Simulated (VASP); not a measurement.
# NaH (Fm-3m) in VASP: a series of runs

Aim: see how the results for NaH move with the level of theory and the settings. Levels: PBE, r2SCAN. Tasks: single point.

All numbers are computed with VASP 6.6.1; they aren't measurements. Logs are shortened: lines on timing, memory, paths and dates and some standing lists are left out, and cuts for length are marked.

## (1) The cell of the first run

It takes space group Fm-3m (No. 225, cubic). The conventional cell has a = 4.795 Å, b = 4.795 Å, c = 4.795 Å, α = 90.00°, β = 90.00°, γ = 90.00°. Within 3.2 Å of Na (site symmetry m-3m) lie 6 H at 2.40 Å. H (site symmetry m-3m) has 6 Na at 2.40 Å within 3.2 Å.

## (2) Single point, PBE

File INCAR:

```
SYSTEM = NaH
PREC = Accurate
ENCUT = 500
EDIFF = 1E-6
ISMEAR = 0
SIGMA = 0.01
LREAL = .False.
LASPH = .True.
NELM = 120
ALGO = Normal
ISIF = 2
LWAVE = .False.
LCHARG = .False.
GGA = PE
NBANDS = 11
GGA_COMPAT = .False.
```

File KPOINTS:

```
regular mesh
0
Gamma
  8 8 8
  0 0 0
```

File POSCAR:

```
NaH
1.0
    0.0000000000      2.3975122873      2.3975122873
    2.3975122873      0.0000000000      2.3975122873
    2.3975122873      2.3975122873      0.0000000000
Na H
1 1
Direct
    0.0000000000      0.0000000000      0.0000000000
    0.5000000000      0.5000000000      0.5000000000
```

Potentials or basis: VASP PAW PBE potentials, release 64 (Na_pv, H).

On the command line:

```console
> cat potpaw_PBE.64/Na_pv/POTCAR potpaw_PBE.64/H/POTCAR > POTCAR
> mpirun -np 1 vasp_std > vasp.out
```

OUTCAR:

```text
SYSTEM = NaH
   PREC = Accurate
   ENCUT = 500
   EDIFF = 1E-6
   ISMEAR = 0
   LREAL = .False.
   LASPH = .True.
   NELM = 120
   ISIF = 2
   GGA = PE

 ion  position               nearest neighbor table
   1  0.000  0.000  0.000-
   2  0.500  0.500  0.500-

  LATTYP: Found a face centered cubic cell.
 ALAT       =     4.7950245746

  Lattice vectors:

 A1 = (   0.0000000000,   2.3975122873,   2.3975122873)
 A2 = (   2.3975122873,   0.0000000000,   2.3975122873)
 A3 = (   2.3975122873,   2.3975122873,   0.0000000000)

Analysis of symmetry for initial positions (statically):
=====================================================================
 Subroutine PRICEL returns:
 Original cell was already a primitive cell.

 Routine SETGRP: Setting up the symmetry group for a
 face centered cubic supercell.

 Subroutine GETGRP returns: Found 48 space group operations
 (whereof 48 operations were pure point group operations)
 out of a pool of 48 trial point group operations.

The static configuration has the point symmetry O_h .

Analysis of symmetry for dynamics (positions and initial velocities):
=====================================================================
 Subroutine PRICEL returns:
 Original cell was already a primitive cell.

 Routine SETGRP: Setting up the symmetry group for a
 face centered cubic supercell.

 Subroutine GETGRP returns: Found 48 space group operations
 (whereof 48 operations were pure point group operations)
 out of a pool of 48 trial point group operations.

The dynamic configuration has the point symmetry O_h .

 Subroutine INISYM returns: Found 48 space group operations
 (whereof 48 operations are pure point group operations),
 and found     1 'primitive' translations

----------------------------------------------------------------------------------------

                                     Primitive cell

  volume of cell :      27.5621

  direct lattice vectors                    reciprocal lattice vectors
     0.000000000  2.397512287  2.397512287    -0.208549505  0.208549505  0.208549505
     2.397512287  0.000000000  2.397512287     0.208549505 -0.208549505  0.208549505
     2.397512287  2.397512287  0.000000000     0.208549505  0.208549505 -0.208549505

  length of vectors
     3.390594393  3.390594393  3.390594393     0.361218338  0.361218338  0.361218338

  position of ions in fractional coordinates (direct lattice)
     0.000000000  0.000000000  0.000000000
     0.500000000  0.500000000  0.500000000

  ion indices of the primitive-cell ions
   primitive index   ion index
                 1           1
                 2           2

----------------------------------------------------------------------------------------

 KPOINTS: regular mesh

Automatic generation of k-mesh.
 Grid dimensions read from file:
 generate k-points for:    8    8    8

 Generating k-lattice:

  Cartesian coordinates                     Fractional coordinates (reciprocal lattice)
    -0.026068688  0.026068688  0.026068688     0.125000000  0.000000000  0.000000000
     0.026068688 -0.026068688  0.026068688     0.000000000  0.125000000  0.000000000
     0.026068688  0.026068688 -0.026068688     0.000000000  0.000000000  0.125000000

  Length of vectors
     0.045152292  0.045152292  0.045152292

  Shift w.r.t. Gamma in fractional coordinates (k-lattice)
     0.000000000  0.000000000  0.000000000

 Subroutine IBZKPT returns following result:
 ===========================================

 Found     29 irreducible k-points:

 Following reciprocal coordinates:
            Coordinates               Weight
  0.000000  0.000000  0.000000      1.000000
  0.125000  0.000000  0.000000      8.000000
  0.250000  0.000000  0.000000      8.000000
  0.375000  0.000000  0.000000      8.000000
  0.500000  0.000000  0.000000      4.000000
  0.125000  0.125000  0.000000      6.000000
[... 16 lines left out ...]
  0.500000  0.250000  0.125000     48.000000
 -0.375000  0.250000  0.125000     24.000000
 [... further k-points ...]
   k-points           NKPTS =     29   k-points in BZ     NKDIM =     29   number of bands    NBANDS=     11
   number of dos      NEDOS =    301   number of ions     NIONS =      2
   total plane-waves  NPLWV =  21952
   dimension x,y,z NGX =    28 NGY =   28 NGZ =   28
   dimension x,y,z NGXF=    56 NGYF=   56 NGZF=   56
   ions per type =               1   1
   NGX,Y,Z   is equivalent  to a cutoff of  13.73, 13.73, 13.73 a.u.
   NGXF,Y,Z  is equivalent  to a cutoff of  27.46, 27.46, 27.46 a.u.
 SYSTEM =  NaH
   PREC   = accura    normal or accurate (medium, high low for compatibility)
   ISTART =      0    job   : 0-new  1-cont  2-samecut
   ICHARG =      2    charge: 1-file 2-atom 10-const
   ISPIN  =      1    spin polarized calculation?
   LNONCOLLINEAR =      F non collinear calculations
   LSORBIT =      F    spin-orbit coupling
   LASPH  =      T    aspherical Exc in radial PAW
   ENCUT  =  500.0 eV  36.75 Ry    6.06 a.u.   6.18  6.18  6.18*2*pi/ulx,y,z
   NELM   =    120;   NELMIN=  2; NELMDL= -5     # of ELM steps
   EDIFF  = 0.1E-05   stopping-criterion for ELM
   LREAL  =      F    real-space projection
   EDIFFG = 0.1E-04   stopping-criterion for IOM
   NSW    =      0    number of steps for IOM
   IBRION =     -1    ionic relax: 0-MD 1-quasi-New 2-CG
   NFREE  =      0    steps in history (QN), initial steepest desc. (CG)
   ISIF   =      2    stress and relaxation
   ISYM   =      2    0-nonsym 1-usesym 2-fastsym
   POTIM  = 0.5000    time-step for ionic-motion
   TEBEG  =    0.0;   TEEND  =   0.0 temperature during run
   PSTRESS=    0.0 pullay stress
   NELECT =       8.0000    total number of electrons
   NUPDOWN=      -1.0000    fix difference up-down
   EMIN   =  10.00;   EMAX   =-10.00  energy-range for DOS
   EFERMI =   0.00;   METHOD = LEGACY
   ISMEAR =     0;   SIGMA  =   0.01  broadening in eV -4-tet -1-fermi 0-gaus
   EFERMI_NEDOS =   21; number of points for ismear=-14 and -15
   IALGO  =     38    algorithm
   IMIX   =      4    mixing-type and parameters
     AMIX     =   0.40;   BMIX     =  1.00
     AMIX_MAG =   1.60;   BMIX_MAG =  1.00
  volume/ion in A,a.u.               =      13.78        93.00
  Fermi-wavevector in a.u.,A,eV,Ry     =   1.083929  2.048328 15.985500  1.174901
  Thomas-Fermi vector in A             =   2.220006
   LORBIT       =      0    0 simple, 1 ext, 2 COOP (PROOUT), +10 PAW based schemes
   GGA     = PE    functional components
   LHFCALC =     F    Hartree Fock is set to
   AEXX    =    0.0000 exact exchange contribution
   IVDW    =     0    specifies the selected vdW correction
   LEPSILON=     F    determine dielectric tensor
   LRPA    =     F    only Hartree local field effects (RPA)
 non-spin polarized calculation
 Gauss-broadening in eV      SIGMA  =   0.01
  energy-cutoff  :      500.00
  volume of cell :       27.56
 maximum number of plane-waves:       725
 NGX is ok and might be reduce to    28
   NGX = 13   NGY = 13   NGZ = 13

 number of electron       7.9999992 magnetization

 Free energy of the ion-electron system (eV)
  ---------------------------------------------------
  ext. energy  EPLUGINS =         0.00000000
  ---------------------------------------------------
  free energy    TOTEN  =        -5.08618791 eV

  energy without entropy =       -5.08618791  energy(sigma->0) =       -5.08618791

 E-fermi :  -0.8893     XC(G=0):  -7.8488

 val. band max:       -1.0384602243   @ k =  -0.2500   0.5000   0.2500
 cond. band min:       2.7607213686   @ k =   0.5000   0.0000   0.0000
 fundamental gap:      3.7991815928
 Fermi energy:        -0.8892740218

 k-point     1 :       0.0000    0.0000    0.0000
  band No.  band energies     occupation
      1     -23.1001      2.00000
      2     -23.1001      2.00000
      3     -23.1001      2.00000
      4      -4.7225      2.00000
      5       9.5865      0.00000
      6      14.7381      0.00000
      7      14.7381      0.00000
      8      14.7381      0.00000
      9      15.6542      0.00000
     10      15.6542      0.00000
     11      15.6542      0.00000

 k-point     2 :       0.1250    0.0000    0.0000
  band No.  band energies     occupation
      1     -23.1152      2.00000
      2     -23.1019      2.00000
      3     -23.1019      2.00000
      4      -4.4488      2.00000
      5       8.6752      0.00000
      6      12.1109      0.00000
      7      13.9310      0.00000
      8      13.9310      0.00000
      9      16.6286      0.00000
     10      16.6286      0.00000
     11      16.7928      0.00000

 k-point     3 :       0.2500    0.0000    0.0000
  band No.  band energies     occupation
      1     -23.1513      2.00000
      2     -23.1062      2.00000
      3     -23.1062      2.00000
      4      -3.6717      2.00000
      5       6.2956      0.00000
      6      10.6479      0.00000
      7      13.1303      0.00000
      8      13.1303      0.00000
      9      16.6240      0.00000
     10      16.6240      0.00000
     11      18.0311      0.00000

 k-point     4 :       0.3750    0.0000    0.0000
  band No.  band energies     occupation
      1     -23.1868      2.00000
      2     -23.1104      2.00000
      3     -23.1104      2.00000
      4      -2.5830      2.00000
      5       3.8993      0.00000
      6      10.0681      0.00000
      7      12.6498      0.00000
      8      12.6498      0.00000
      9      15.8755      0.00000
     10      15.8755      0.00000
     11      18.3083      0.00000
[... 239 lines left out ...]
 k-point    22 :       0.3750    0.2500    0.1250
  band No.  band energies     occupation
      1     -23.1594      2.00000
      2     -23.1238      2.00000
      3     -23.1119      2.00000
      4      -3.0463      2.00000
      5       5.9308      0.00000
      6       8.2959      0.00000
      7      11.3739      0.00000
      8      14.2502      0.00000
      9      14.6231      0.00000
     10      17.2305      0.00000
     11      19.8906      0.00000

 k-point    23 :       0.5000    0.2500    0.1250
  band No.  band energies     occupation
      1     -23.1780      2.00000
      2     -23.1341      2.00000
      3     -23.1173      2.00000
      4      -2.0860      2.00000
      5       4.4207      0.00000
      6       7.1318      0.00000
      7      10.4931      0.00000
      8      14.1711      0.00000
      9      15.4658      0.00000
     10      17.5070      0.00000
     11      19.6848      0.00000

 k-point    24 :      -0.3750    0.2500    0.1250
  band No.  band energies     occupation
      1     -23.1859      2.00000
      2     -23.1373      2.00000
      3     -23.1204      2.00000
      4      -1.5280      2.00000
      5       3.5560      0.00000
      6       6.8718      0.00000
      7      10.1329      0.00000
      8      14.1097      0.00000
      9      15.3284      0.00000
     10      18.5980      0.00000
     11      20.7303      0.00000

 [... further k-points ...]
[... 5 lines left out ...]
  --------------------------------------------------------------------------------------
  -------------------------------------------------------------------------------------
  Total        0.0844532      0.0844532      0.0844532      0.0000000     -0.0000000     -0.0000000
  in kB        4.9092383      4.9092383      4.9092383      0.0000000     -0.0000000     -0.0000000
  external PRESSURE =       4.9092383 kB  Pullay stress =       0.0000000 kB

 VOLUME and BASIS-vectors are now :
 -----------------------------------------------------------------------------
  energy-cutoff  :      500.00
  volume of cell :       27.56
      direct lattice vectors                 reciprocal lattice vectors
     0.000000000  2.397512287  2.397512287    -0.208549505  0.208549505  0.208549505
     2.397512287  0.000000000  2.397512287     0.208549505 -0.208549505  0.208549505
     2.397512287  2.397512287  0.000000000     0.208549505  0.208549505 -0.208549505

 POSITION                                       TOTAL-FORCE (eV/Angst)
 -----------------------------------------------------------------------------------
      0.00000      0.00000      0.00000        -0.000000      0.000000      0.000000
      2.39751      2.39751      2.39751         0.000000     -0.000000     -0.000000
 -----------------------------------------------------------------------------------
    total drift:                               -0.000000     -0.000000      0.000000

  FREE ENERGIE OF THE ION-ELECTRON SYSTEM (eV)
  ---------------------------------------------------
  free  energy   TOTEN  =        -5.0861879108 eV

  energy  without entropy=       -5.0861879108  energy(sigma->0) =       -5.08618791
```

Wall time 7.3 s (1 thread of Intel Xeon Platinum 8488C (Sapphire Rapids), shared host); peak memory 0.15 GiB.

Results:

```yaml
Free_energy: -5.0862 eV
Pressure: 0.5 GPa
Band_gap_on_the_k_mesh: 3.80 eV, indirect (least direct gap 4.67 eV)
```

Levels at points of the mesh, in eV from the valence-band top:
```csv
k point,band 1,band 2,band 3,band 4,band 5,band 6,band 7,band 8,band 9
"(0.00, 0.00, 0.00)",-22.06,-22.06,-22.06,-3.68,10.62,15.78,15.78,15.78,16.69
"(0.50, 0.00, 0.00)",-22.16,-22.07,-22.07,-0.87,3.80,10.94,13.53,13.53,16.62
"(0.50, 0.50, 0.00)",-22.15,-22.10,-22.10,-0.18,4.68,10.12,10.82,10.82,12.01
```

A k mesh can miss the band edges. PBE gaps usually lie below the measured ones, often by a third to a half.

(Continued in part 2 of 2.)
